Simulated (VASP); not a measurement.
The system is AlN.

```
CELL_PARAMETERS angstrom
-0.07710 2.19517 2.19517
2.19517 -0.07710 2.19517
2.19517 2.19517 -0.07710
ATOMIC_POSITIONS crystal
Al 0.99800 0.99800 0.99800
N 0.25200 0.25200 0.25200
```

This cell differs from its parent crystal: epitaxial 111 strain +4.0%.

Base run:

| Property | Result |
| --- | --- |
| Program | VASP 6.6.1 |
| Functional | r2SCAN |
| Potentials or basis | VASP PAW PBE potentials, release 64 (Al, N) |
| Cutoff | 520 eV |
| k mesh | 10 × 10 × 10 |
| Occupations | gaussian, width 0.01 eV |
| Spin | no spin polarisation |

Its results: band gap on the k mesh 3.59 eV, indirect (least direct gap 3.96 eV); pressure -12.3 GPa; largest force 0.004 eV/Å.

Task: The run is repeated on the same cell with these changes: functional from r2SCAN to PBE; occupations from gaussian, width 0.01 eV to fermi-dirac, width 0.02 eV. What comes out?

Result: Band gap on the k mesh 3.00 eV, indirect (least direct gap 3.31 eV); pressure -7.7 GPa; largest force 0.045 eV/Å.

Caveats: the PAW data sets were made with another functional, which shifts forces and pressure a little (some runs).

A k mesh can miss the band edges.
